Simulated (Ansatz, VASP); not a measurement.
**BN in VASP and in Ansatz**

Contents of INCAR:

```
PREC = Accurate ; ENCUT = 520
EDIFF = 1E-7 ; ISMEAR = -1
SIGMA = 0.05 ; LREAL = F
LASPH = T ; NELM = 80
ALGO = Normal ; ISIF = 2
LWAVE = F ; LCHARG = T
GGA = PE ; LELF = T
LVHAR = T ; NBANDS = 11
```

The input KPOINTS:

```
regular mesh
0
Gamma
  13 13 9
```

Contents of POSCAR:

```
BN
1.0
    2.5080409239      0.0000000000      0.0000000000
   -1.2467107647      2.1762310413      0.0000000000
   -0.6306650796     -1.0881155206      3.0225400000
N B
1 1
Direct
    0.6685060000      0.3323850000      0.9849990000
    0.9796430000      0.9834990000      0.0018060000
```

The input input.yaml:

```yaml
crystal:
  lattice:
    - [2.5080409239, 0.0, 0.0]
    - [-1.2467107647, 2.1762310413, 0.0]
    - [-0.6306650796, -1.0881155206, 3.02254]
  atoms:
    - { symbol: "N", position: [0.668506, 0.332385, 0.984999] }
    - { symbol: B, position: [0.979643, 0.983499, 0.001806] }
hamiltonian:
  xc: pbe
  pseudopotentials: { kind: paw }
kpoints:
  mp_grid: { grid: [13, 13, 9] }
  band_path:
    path:
      - [[0.0, 0.0, 0.0], [0.5, -0.5, 0.0], [0.5, -0.5, -0.5], [0.0, 0.0, -0.5], [0.0, 0.0, 0.0], [0.3772664522, 0.3772664522, -0.3772664522], [0.7093019284, -0.2906980716, -0.2093019284], [0.5, -0.5, 0.0]]
      - [[0.5, -0.5, -0.5], [0.6227335478, -0.3772664522, -0.6227335478]]
      - [[0.3772664522, 0.3772664522, -0.3772664522], [0.2906980716, 0.2906980716, -0.7906980716], [0.0, 0.0, -0.5]]
      - [[0.5, 0.0, -0.5], [0.0, 0.0, 0.0]]
    npoints: 14
scf:
  occupations: { method: fermi_dirac, width: 0.05 }
  n_extra_bands: 6
output:
  forces: true
  stress: true
  eigenvalues: true
  fatbands: false
```

Alike in both runs: functional PBE; k mesh 13 × 13 × 9; occupations fermi-dirac, width 0.05 eV; no spin polarisation.

|  | VASP | Ansatz |
| --- | --- | --- |
| version | VASP 6.6.1 | Ansatz 0.2.0 |
| potentials or method | VASP PAW PBE potentials, release 64 (N, B) | Ansatz PAW |
| plane-wave cutoff (eV) | 520 | 420 |
| valence electrons in the cell | 8 | 8 |
| task | single point | band structure |

```csv
,VASP,Ansatz,Ansatz less VASP
gap on the k mesh at the Fermi level (eV),2.84,2.85,+0.009
least direct gap on the mesh (eV),4.54,4.54,+0.003
pressure (GPa),5.0,5.0,-0.03
"traceless stress, the component that is largest in VASP (GPa)",-7.51,-7.61,-0.099
rms of the force components (eV/Å),1.572,1.576,+0.0037
```

Atom by atom the forces differ by 0.004 eV/Å (rms over components). With one functional, cell and mesh, what is left measures potentials, basis and numerics.

Noted on Ansatz's run: the k mesh misses the band edges, so the gap on the mesh is wider than the one along the path.
